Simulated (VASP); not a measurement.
Set up this calculation in VASP 6.6.1, as the native input.

```yaml
Task: relaxation of volume and atoms at fixed shape
Functional: PBEsol
Potentials_or_basis: VASP PAW PBE potentials, release 64 (Nb_sv)
Cutoff: 500 eV
k_mesh: 9 × 9 × 9
Occupations: gaussian, width 0.02 eV
Spin: no spin polarisation
Dipole_correction: no
Further_INCAR_settings: ALGO = Normal; EDIFF = 1e-07; IBRION = 2; EDIFFG = -0.02; NSW = 60; ISIF = 8
```

The structure of Nb lies in POSCAR:

```
Nb
1.0
   -1.6639500000      1.6639500000      1.6639500000
    1.6639500000     -1.6639500000      1.6639500000
    1.6639500000      1.6639500000     -1.6639500000
Nb
1
Direct
    0.0000000000      0.0000000000      0.0000000000
```

These files were run (other wordings do the same):

INCAR

```
  PREC = Accurate
  ENCUT = 500
  EDIFF = 1E-7
  ISMEAR = 0
  SIGMA = 0.02
  LREAL = False
  LASPH = True
  NELM = 120
  ALGO = Normal
  ISIF = 8
  LWAVE = False
  LCHARG = False
  GGA = PS
  IBRION = 2
  NSW = 60
  EDIFFG = -0.02
  GGA_COMPAT = False
  NELMIN = 4
```

KPOINTS

```
Automatic mesh
0
Gamma
  9 9 9
```

Potentials or basis: VASP PAW PBE potentials, release 64 (Nb_sv).

Launch:

```bash
$ cat potpaw_PBE.64/Nb_sv/POTCAR > POTCAR
$ mpirun -np 1 vasp_std > vasp.out
```

It gave:

```yaml
Relaxed_volume: 17.42 Å³/atom
Relaxed_cell: a = 2.829 Å, b = 2.829 Å, c = 2.829 Å, α = 109.47°, β = 109.47°, γ = 109.47°
Space_group_after_relaxing_to_0.05_Å: Im-3m (No. 229)
Energy_gained_by_relaxing: 29.8 meV/atom
Ionic_steps: 4
Pressure_after_relaxing: 0.0 GPa
```

Caveat: the PAW data sets were made with another functional, which shifts forces and pressure a little.

It took 35 s on 1 thread of Intel Xeon 8259CL, with other jobs on the host, peak memory 0.15 GiB.
